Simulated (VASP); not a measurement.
Here is a VASP 6.6.1 calculation.

INCAR

```
PREC     = Accurate       # precision mode
ENCUT    = 520            # plane-wave cutoff, eV
EDIFF    = 1E-7           # SCF threshold, eV
ISMEAR   = -1             # smearing method
SIGMA    = 0.08           # smearing width, eV
LREAL    = False          # projectors in reciprocal space
LASPH    = True           # aspherical terms in the spheres
NELM     = 60             # most SCF steps
ALGO     = Normal         # electronic algorithm
ISIF     = 2              # what is computed and relaxed
LWAVE    = False          # write WAVECAR
LCHARG   = False          # write CHGCAR
GGA      = PE             # functional
NBANDS   = 12             # bands
```

KPOINTS

```
Automatic mesh
0
Gamma
  13 13 13
```

Contents of POSCAR:

```
La
1.0
   -1.7003541914      1.7003541914      1.7003541914
    1.7003541914     -1.7003541914      1.7003541914
    1.7003541914      1.7003541914     -1.7003541914
La
1
Direct
    0.0000000000      0.0000000000      0.0000000000
```

Potentials or basis: VASP PAW PBE potentials, release 64 (La).

The run is started by

```console
$ cat potpaw_PBE.64/La/POTCAR > POTCAR
$ mpirun -np 1 vasp_std > vasp.out
```

(1) Estimate the band gap on the k mesh.

(2) Estimate the pressure.

Results:

(1) zero (an odd number of electrons rules out a gap without spin polarisation).

(2) 47.9 GPa.

Caveat: the cell stands under pressure; spin-orbit coupling is left out, which moves the levels of the heavy elements.
